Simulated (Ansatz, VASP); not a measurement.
# Two plane-wave programs on MgO

INCAR

```
PREC     = Accurate       # precision mode
ENCUT    = 520            # plane-wave cutoff, eV
EDIFF    = 1E-7           # SCF threshold, eV
ISMEAR   = 0              # smearing method
SIGMA    = 0.05           # smearing width, eV
LREAL    = F              # projectors in reciprocal space
LASPH    = T              # aspherical terms in the spheres
NELM     = 60             # most SCF steps
ALGO     = Normal         # electronic algorithm
ISIF     = 2              # what is computed and relaxed
LWAVE    = F              # write WAVECAR
LCHARG   = F              # write CHGCAR
GGA      = PE             # functional
NBANDS   = 26             # bands
```

The input KPOINTS:

```
regular mesh
0
Gamma
  9 9 4
```

The input POSCAR:

```
MgO
1.0
    3.3386525633      0.0000000000      0.0000000000
   -1.6693262817      2.8913579342      0.0000000000
    0.0000000000      0.0000000000     11.3694474389
Mg O
4 4
Direct
    0.3333333333      0.6666666667      0.9694906392
    0.0000000000      0.0000000000      0.2208211786
    0.0000000000      0.0000000000      0.7208211786
    0.6666666667      0.3333333333      0.4694906392
    0.3333333333      0.6666666667      0.7800420079
    0.0000000000      0.0000000000      0.5296443544
    0.0000000000      0.0000000000      0.0296443544
    0.6666666667      0.3333333333      0.2800420079
```

Input for Ansatz:

```yaml
crystal:
  lattice:
    - [3.3386525633, 0.0, 0.0]
    - [-1.6693262817, 2.8913579342, 0.0]
    - [0.0, 0.0, 11.3694474389]
  atoms:
    - { symbol: Mg, position: [0.3333333333, 0.6666666667, 0.9694906392] }
    - { symbol: Mg, position: [0.0, 0.0, 0.2208211786] }
    - { symbol: Mg, position: [0.0, 0.0, 0.7208211786] }
    - { symbol: Mg, position: [0.6666666667, 0.3333333333, 0.4694906392] }
    - { symbol: O, position: [0.3333333333, 0.6666666667, 0.7800420079] }
    - { symbol: O, position: [0.0, 0.0, 0.5296443544] }
    - { symbol: O, position: [0.0, 0.0, 0.0296443544] }
    - { symbol: O, position: [0.6666666667, 0.3333333333, 0.2800420079] }
basis:
  ecutwfc: 520.0
kpoints:
  mp_grid: { grid: [9, 9, 4] }
hamiltonian:
  xc: pbe
  pseudopotentials: { kind: paw, azcp: { folder: soft_1 } }
scf:
  occupations: { method: gaussian, width: 0.05 }
output:
  forces: true
  stress: true
  eigenvalues: true
  write_density: true
  write_potential: true
  elf: true
  volumetric_format: npy
```

Alike in both runs: task single point; functional PBE; k mesh 9 × 9 × 4; occupations gaussian, width 0.05 eV; no spin polarisation.

```csv
,VASP,Ansatz
version,VASP 6.6.1,Ansatz 0.2.0
potentials or method,"VASP PAW PBE potentials, release 64 (Mg, O), cutoff 520 eV","scalar-relativistic, plane waves, PAW"
valence electrons in the cell,32,64
```

Ansatz gave:

| Item | Value |
| --- | --- |
| gap on the k mesh at the Fermi level (eV) | 2.90 |
| least direct gap on the mesh (eV) | 2.90 |
| pressure (GPa) | -9.8 |
| traceless stress, the component that is largest in VASP (GPa) | -5.46 |
| rms of the force components (eV/Å) | 0.098 |

Problem. What did VASP give for the same quantities?

Solution. gap on the k mesh at the Fermi level (eV): 2.88; least direct gap on the mesh (eV): 2.88; pressure (GPa): -10.2; traceless stress, the component that is largest in VASP (GPa): -5.52; rms of the force components (eV/Å): 0.099.

Atom by atom the forces differ by 0.001 eV/Å (rms over components). The functional is the same, so the differences come from potentials, cutoffs and numerics. VASP's potentials hold 32 valence electrons a cell and Ansatz's 64, so a difference there can come from the potentials and not from the codes.
